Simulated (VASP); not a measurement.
# SrO (Fm-3m) in VASP: a series of runs

SrO is run at these levels: PBE; tasks: single point.

Everything below comes from runs of VASP 6.6.1. Logs are shortened: lines on timing, memory, paths and dates and some standing lists are left out, and cuts for length are marked.

**1. The cell of the first run**

Symmetry: Fm-3m, No. 225, cubic system. The conventional cell has a = 5.160 Å, b = 5.160 Å, c = 5.160 Å, α = 90.00°, β = 90.00°, γ = 90.00°. Within 3.4 Å of Sr (site symmetry m-3m) lie 6 O at 2.58 Å. Within 3.4 Å of O (site symmetry m-3m) lie 6 Sr at 2.58 Å.

**2. Single point, PBE**

File INCAR:

```
SYSTEM = SrO
PREC = Accurate
ENCUT = 600
EDIFF = 1E-6
ISMEAR = 0
SIGMA = 0.01
LREAL = .FALSE.
LASPH = .TRUE.
NELM = 120
ALGO = Normal
ISIF = 2
LWAVE = .FALSE.
LCHARG = .FALSE.
GGA = PE
NBANDS = 15
GGA_COMPAT = .FALSE.
```

File KPOINTS:

```
Automatic mesh
0
G
  2 2 2
  0 0 0
```

File POSCAR:

```
SrO
1.0
    0.0000000000      2.5798923271      2.5798923271
    2.5798923271      0.0000000000      2.5798923271
    2.5798923271      2.5798923271      0.0000000000
Sr O
1 1
Direct
    0.0000000000      0.0000000000      0.0000000000
    0.5000000000      0.5000000000      0.5000000000
```

Potentials or basis: VASP PAW PBE potentials, release 64 (Sr_sv, O).

Run with:

```bash
cat potpaw_PBE.64/Sr_sv/POTCAR potpaw_PBE.64/O/POTCAR > POTCAR
mpirun -np 1 vasp_std > vasp.out
```

OUTCAR:

```text
SYSTEM = SrO
   PREC = Accurate
   ENCUT = 600
   EDIFF = 1E-6
   ISMEAR = 0
   LREAL = .FALSE.
   LASPH = .TRUE.
   NELM = 120
   ISIF = 2
   GGA = PE

 ion  position               nearest neighbor table
   1  0.000  0.000  0.000-   2 2.58   2 2.58   2 2.58   2 2.58   2 2.58   2 2.58
   2  0.500  0.500  0.500-   1 2.58   1 2.58   1 2.58   1 2.58   1 2.58   1 2.58

  LATTYP: Found a face centered cubic cell.
 ALAT       =     5.1597846542

  Lattice vectors:

 A1 = (   0.0000000000,   2.5798923271,   2.5798923271)
 A2 = (   2.5798923271,   0.0000000000,   2.5798923271)
 A3 = (   2.5798923271,   2.5798923271,   0.0000000000)

Analysis of symmetry for initial positions (statically):
=====================================================================
 Subroutine PRICEL returns:
 Original cell was already a primitive cell.

 Routine SETGRP: Setting up the symmetry group for a
 face centered cubic supercell.

 Subroutine GETGRP returns: Found 48 space group operations
 (whereof 48 operations were pure point group operations)
 out of a pool of 48 trial point group operations.

The static configuration has the point symmetry O_h .

Analysis of symmetry for dynamics (positions and initial velocities):
=====================================================================
 Subroutine PRICEL returns:
 Original cell was already a primitive cell.

 Routine SETGRP: Setting up the symmetry group for a
 face centered cubic supercell.

 Subroutine GETGRP returns: Found 48 space group operations
 (whereof 48 operations were pure point group operations)
 out of a pool of 48 trial point group operations.

The dynamic configuration has the point symmetry O_h .

 Subroutine INISYM returns: Found 48 space group operations
 (whereof 48 operations are pure point group operations),
 and found     1 'primitive' translations

----------------------------------------------------------------------------------------

                                     Primitive cell

  volume of cell :      34.3427

  direct lattice vectors                    reciprocal lattice vectors
     0.000000000  2.579892327  2.579892327    -0.193806538  0.193806538  0.193806538
     2.579892327  0.000000000  2.579892327     0.193806538 -0.193806538  0.193806538
     2.579892327  2.579892327  0.000000000     0.193806538  0.193806538 -0.193806538

  length of vectors
     3.648518718  3.648518718  3.648518718     0.335682770  0.335682770  0.335682770

  position of ions in fractional coordinates (direct lattice)
     0.000000000  0.000000000  0.000000000
     0.500000000  0.500000000  0.500000000

  ion indices of the primitive-cell ions
   primitive index   ion index
                 1           1
                 2           2

----------------------------------------------------------------------------------------

 KPOINTS: Automatic mesh

Automatic generation of k-mesh.
 Grid dimensions read from file:
 generate k-points for:    2    2    2

 Generating k-lattice:

  Cartesian coordinates                     Fractional coordinates (reciprocal lattice)
    -0.096903269  0.096903269  0.096903269     0.500000000  0.000000000  0.000000000
     0.096903269 -0.096903269  0.096903269     0.000000000  0.500000000  0.000000000
     0.096903269  0.096903269 -0.096903269     0.000000000  0.000000000  0.500000000

  Length of vectors
     0.167841385  0.167841385  0.167841385

  Shift w.r.t. Gamma in fractional coordinates (k-lattice)
     0.000000000  0.000000000  0.000000000

 Subroutine IBZKPT returns following result:
 ===========================================

 Found      3 irreducible k-points:

 Following reciprocal coordinates:
            Coordinates               Weight
  0.000000  0.000000  0.000000      1.000000
  0.500000  0.000000  0.000000      4.000000
  0.500000  0.500000  0.000000      3.000000
   k-points           NKPTS =      3   k-points in BZ     NKDIM =      3   number of bands    NBANDS=     15
   number of dos      NEDOS =    301   number of ions     NIONS =      2
   total plane-waves  NPLWV =  27000
   dimension x,y,z NGX =    30 NGY =   30 NGZ =   30
   dimension x,y,z NGXF=    60 NGYF=   60 NGZF=   60
   ions per type =               1   1
   NGX,Y,Z   is equivalent  to a cutoff of  13.67, 13.67, 13.67 a.u.
   NGXF,Y,Z  is equivalent  to a cutoff of  27.34, 27.34, 27.34 a.u.
 SYSTEM =  SrO
   PREC   = accura    normal or accurate (medium, high low for compatibility)
   ISTART =      0    job   : 0-new  1-cont  2-samecut
   ICHARG =      2    charge: 1-file 2-atom 10-const
   ISPIN  =      1    spin polarized calculation?
   LNONCOLLINEAR =      F non collinear calculations
   LSORBIT =      F    spin-orbit coupling
   LASPH  =      T    aspherical Exc in radial PAW
   ENCUT  =  600.0 eV  44.10 Ry    6.64 a.u.   7.29  7.29  7.29*2*pi/ulx,y,z
   NELM   =    120;   NELMIN=  2; NELMDL= -5     # of ELM steps
   EDIFF  = 0.1E-05   stopping-criterion for ELM
   LREAL  =      F    real-space projection
   EDIFFG = 0.1E-04   stopping-criterion for IOM
   NSW    =      0    number of steps for IOM
   IBRION =     -1    ionic relax: 0-MD 1-quasi-New 2-CG
   NFREE  =      0    steps in history (QN), initial steepest desc. (CG)
   ISIF   =      2    stress and relaxation
   ISYM   =      2    0-nonsym 1-usesym 2-fastsym
   POTIM  = 0.5000    time-step for ionic-motion
   TEBEG  =    0.0;   TEEND  =   0.0 temperature during run
   PSTRESS=    0.0 pullay stress
   NELECT =      16.0000    total number of electrons
   NUPDOWN=      -1.0000    fix difference up-down
   EMIN   =  10.00;   EMAX   =-10.00  energy-range for DOS
   EFERMI =   0.00;   METHOD = LEGACY
   ISMEAR =     0;   SIGMA  =   0.01  broadening in eV -4-tet -1-fermi 0-gaus
   EFERMI_NEDOS =   21; number of points for ismear=-14 and -15
   IALGO  =     38    algorithm
   IMIX   =      4    mixing-type and parameters
     AMIX     =   0.40;   BMIX     =  1.00
     AMIX_MAG =   1.60;   BMIX_MAG =  1.00
  volume/ion in A,a.u.               =      17.17       115.88
  Fermi-wavevector in a.u.,A,eV,Ry     =   1.269122  2.398292 21.914492  1.610670
  Thomas-Fermi vector in A             =   2.402180
   LORBIT       =      0    0 simple, 1 ext, 2 COOP (PROOUT), +10 PAW based schemes
   GGA     = PE    functional components
   LHFCALC =     F    Hartree Fock is set to
   AEXX    =    0.0000 exact exchange contribution
   IVDW    =     0    specifies the selected vdW correction
   LEPSILON=     F    determine dielectric tensor
   LRPA    =     F    only Hartree local field effects (RPA)
 non-spin polarized calculation
 Gauss-broadening in eV      SIGMA  =   0.01
  energy-cutoff  :      600.00
  volume of cell :       34.34
 maximum number of plane-waves:      1162
 NGX is ok and might be reduce to    30
   NGX = 15   NGY = 15   NGZ = 15

 number of electron      15.9999998 magnetization

 Free energy of the ion-electron system (eV)
  ---------------------------------------------------
  ext. energy  EPLUGINS =         0.00000000
  ---------------------------------------------------
  free energy    TOTEN  =       -11.85131761 eV

  energy without entropy =      -11.85131761  energy(sigma->0) =      -11.85131761

 E-fermi :   1.9409     XC(G=0):  -9.9422

 val. band max:        1.8397938737   @ k =   0.0000   0.0000   0.0000
 cond. band min:       4.9012589882   @ k =   0.5000   0.5000   0.0000
 fundamental gap:      3.0614651145
 Fermi energy:         1.9409275522

 k-point     1 :       0.0000    0.0000    0.0000
  band No.  band energies     occupation
      1     -30.8766      2.00000
      2     -13.2261      2.00000
      3     -12.5185      2.00000
      4     -12.5185      2.00000
      5     -12.5185      2.00000
      6       1.8398      2.00000
      7       1.8398      2.00000
      8       1.8398      2.00000
      9       5.5944      0.00000
     10       7.7931      0.00000
     11       7.7931      0.00000
     12       7.7931      0.00000
     13       9.9326      0.00000
     14       9.9326      0.00000
     15      14.3461      0.00000

 k-point     2 :       0.5000    0.0000    0.0000
  band No.  band energies     occupation
      1     -30.7462      2.00000
      2     -14.8775      2.00000
      3     -12.5987      2.00000
      4     -12.5987      2.00000
      5     -11.1743      2.00000
      6      -0.3851      2.00000
      7       0.6846      2.00000
      8       0.6846      2.00000
      9       8.2242      0.00000
     10      10.0425      0.00000
     11      10.4102      0.00000
     12      10.4102      0.00000
     13      13.4352      0.00000
     14      13.4352      0.00000
     15      16.2637      0.00000

 k-point     3 :       0.5000    0.5000    0.0000
  band No.  band energies     occupation
      1     -30.7083      2.00000
      2     -13.4338      2.00000
      3     -13.1904      2.00000
      4     -12.8684      2.00000
      5     -12.8684      2.00000
      6       1.3504      2.00000
      7       1.7333      2.00000
      8       1.7333      2.00000
      9       4.9013      0.00000
     10       9.3675      0.00000
     11      11.6968      0.00000
     12      12.0184      0.00000
     13      12.5789      0.00000
     14      12.5789      0.00000
     15      15.1650      0.00000

------------------------ aborting loop because EDIFF is reached ----------------------------------------

  FORCE on cell =-STRESS in cart. coord.  units (eV):
  Direction    XX          YY          ZZ          XY          YZ          ZX
  --------------------------------------------------------------------------------------
  -------------------------------------------------------------------------------------
  Total        0.5908144      0.5908144      0.5908144      0.0000000     -0.0000000     -0.0000000
  in kB       27.5630263     27.5630263     27.5630263      0.0000000     -0.0000000     -0.0000000
  external PRESSURE =      27.5630263 kB  Pullay stress =       0.0000000 kB

 VOLUME and BASIS-vectors are now :
 -----------------------------------------------------------------------------
  energy-cutoff  :      600.00
  volume of cell :       34.34
      direct lattice vectors                 reciprocal lattice vectors
     0.000000000  2.579892327  2.579892327    -0.193806538  0.193806538  0.193806538
     2.579892327  0.000000000  2.579892327     0.193806538 -0.193806538  0.193806538
     2.579892327  2.579892327  0.000000000     0.193806538  0.193806538 -0.193806538

 POSITION                                       TOTAL-FORCE (eV/Angst)
 -----------------------------------------------------------------------------------
      0.00000      0.00000      0.00000         0.000000      0.000000      0.000000
      2.57989      2.57989      2.57989         0.000000      0.000000      0.000000
 -----------------------------------------------------------------------------------
    total drift:                                0.000000      0.000000      0.000000

  FREE ENERGIE OF THE ION-ELECTRON SYSTEM (eV)
  ---------------------------------------------------
  free  energy   TOTEN  =       -11.8513176087 eV

  energy  without entropy=      -11.8513176087  energy(sigma->0) =      -11.85131761
```

Wall time 5.6 s (1 thread of Intel Xeon Platinum 8259CL at 2.50GHz (Skylake/Cascade Lake), shared host); peak memory 0.16 GiB.

Results:

* Free energy: -11.8513 eV
* Pressure: 2.8 GPa
* Band gap on the k mesh: 3.06 eV (least direct gap 3.17 eV)

Caveat: the k points lie up to 1.05 Å⁻¹ apart. A k mesh can miss the band edges.

**3. Single point, PBE**

File INCAR:

```
SYSTEM = SrO
PREC     = Accurate       ! precision mode
ENCUT    = 600            ! plane-wave cutoff, eV
EDIFF    = 1E-6           ! SCF threshold, eV
ISMEAR   = 0              ! smearing method
SIGMA    = 0.01           ! smearing width, eV
LREAL    = .FALSE.        ! projectors in reciprocal space
LASPH    = .TRUE.         ! aspherical terms in the spheres
NELM     = 120            ! most SCF steps
ALGO     = Normal         ! electronic algorithm
ISIF     = 2              ! what is computed and relaxed
LWAVE    = .FALSE.        ! write WAVECAR
LCHARG   = .FALSE.        ! write CHGCAR
GGA      = PE             ! functional
NBANDS   = 15             ! bands
GGA_COMPAT= .FALSE.
```

File KPOINTS:

```
Automatic mesh
0
G
  4 4 4
  0 0 0
```

POSCAR is that of step 2.

Potentials or basis: VASP PAW PBE potentials, release 64 (Sr_sv, O).

Run with:

```bash
cat potpaw_PBE.64/Sr_sv/POTCAR potpaw_PBE.64/O/POTCAR > POTCAR
mpirun -np 1 vasp_std > vasp.out
```

It took 7.9 s on 1 thread of Intel Xeon Platinum 8259CL at 2.50GHz (Skylake/Cascade Lake), shared host; peak memory 0.16 GiB.

The run converged. Its results:

```
Free energy            : -12.0461 eV
Pressure               : 2.3 GPa
Band gap on the k mesh : 3.27 eV (least direct gap 3.36 eV)
```

Levels at points of the mesh, in eV from the valence-band top:
```
           k point  band 5  band 6  band 7  band 8  band 9  band 10  band 11  band 12
(0.00, 0.00, 0.00)  -14.08    0.00    0.00    0.00    3.91     6.18     6.18     6.18
(0.50, 0.00, 0.00)  -12.89   -2.15   -1.12   -1.12    6.50     8.37     8.78     8.78
(0.50, 0.50, 0.00)  -14.43   -0.45   -0.10   -0.10    3.27     7.72    10.10    10.29
```

Caveat: the k points lie up to 0.53 Å⁻¹ apart. A k mesh can miss the band edges.

**4. Single point, PBE**

File INCAR:

```
PREC = Accurate ; ENCUT = 600
EDIFF = 1E-6 ; ISMEAR = 1
SIGMA = 0.05 ; LREAL = False
LASPH = True ; NELM = 120
ALGO = Normal ; ISIF = 2
LWAVE = False ; LCHARG = False
GGA = PE ; NBANDS = 15
GGA_COMPAT = False
```

File KPOINTS:

```
Automatic mesh
0
Gamma
  6 6 6
```

POSCAR is that of step 3.

Run with:

```bash
cat potpaw_PBE.64/Sr_sv/POTCAR potpaw_PBE.64/O/POTCAR > POTCAR
mpirun -np 1 vasp_std > vasp.out
```

Wall time 14 s (1 thread of Intel Xeon Platinum 8259CL at 2.50GHz (Skylake/Cascade Lake), shared host); peak memory 0.17 GiB.

It converged, with:

```yaml
Free_energy: -12.0495 eV
Pressure: 2.3 GPa
Band_gap_on_the_k_mesh: 3.27 eV (least direct gap 3.37 eV)
```

Levels at points of the mesh, in eV from the valence-band top:
| k point | band 5 | band 6 | band 7 | band 8 | band 9 | band 10 | band 11 | band 12 |
| --- | --- | --- | --- | --- | --- | --- | --- | --- |
| (0.00, 0.00, 0.00) | -14.07 | 0.00 | 0.00 | 0.00 | 3.91 | 6.19 | 6.19 | 6.19 |
| (0.50, 0.00, 0.00) | -12.89 | -2.15 | -1.12 | -1.12 | 6.51 | 8.37 | 8.79 | 8.79 |
| (0.50, 0.50, 0.00) | -14.43 | -0.45 | -0.10 | -0.10 | 3.27 | 7.73 | 10.11 | 10.29 |

**5. Summary**

| k mesh | smearing | gap on the mesh (eV) | pressure (GPa) |
| --- | --- | --- | --- |
| 2 × 2 × 2 | gaussian 0.01 eV | 3.06 | 2.8 |
| 4 × 4 × 4 | gaussian 0.01 eV | 3.27 | 2.3 |
| 6 × 6 × 6 | methfessel-paxton 0.05 eV | 3.27 | 2.3 |

Alike in all rows: task single point; level PBE; potentials or basis VASP PAW PBE potentials, release 64 (Sr_sv, O); no spin polarisation; cell as given; cutoff (eV) 600.

Caveats: some runs use coarse meshes.

Absolute energies hang on the potentials; compare differences alone.
